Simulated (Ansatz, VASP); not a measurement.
## One calculation of In4S3, two programs

```
In S
1.0
     3.92627    0.00000    0.00000
    -1.96313    3.40025    0.00000
     0.00000    0.00000   16.35041
In S
4 3
Direct
  0.00000 0.00000 0.91346
  0.00000 0.00000 0.08654
  0.66667 0.33333 0.39287
  0.33333 0.66667 0.60713
  0.66667 0.33333 0.84139
  0.33333 0.66667 0.15861
  0.00000 0.00000 0.50000
```

Alike in both runs: task single point; functional r2SCAN; k mesh 12 × 12 × 4; occupations gaussian, width 0.01 eV; no spin polarisation.

|  | VASP | Ansatz |
| --- | --- | --- |
| version | VASP 6.6.1 | Ansatz 0.2.0 |
| potentials or method | VASP PAW PBE potentials, release 64 (In_d, S), cutoff 550 eV | scalar-relativistic, plane waves, PAW |
| valence electrons in the cell | 70 | 70 |

VASP gave:

```
gap on the k mesh at the Fermi level (eV)                     : 0.49
least direct gap on the mesh (eV)                             : 0.59
pressure (GPa)                                                : -1.3
traceless stress, the component that is largest in VASP (GPa) : 0.19
rms of the force components (eV/Å)                            : 0.073
```

Question: What did Ansatz give for the same quantities?

Answer: gap on the k mesh at the Fermi level (eV): 0.48; least direct gap on the mesh (eV): 0.58; pressure (GPa): -1.3; traceless stress, the component that is largest in VASP (GPa): 0.16; rms of the force components (eV/Å): 0.078.

VASP's potentials were made for PBE, not for r2SCAN. Atom by atom the forces differ by 0.006 eV/Å (rms over components). With one functional, cell and mesh, what is left measures potentials, basis and numerics.
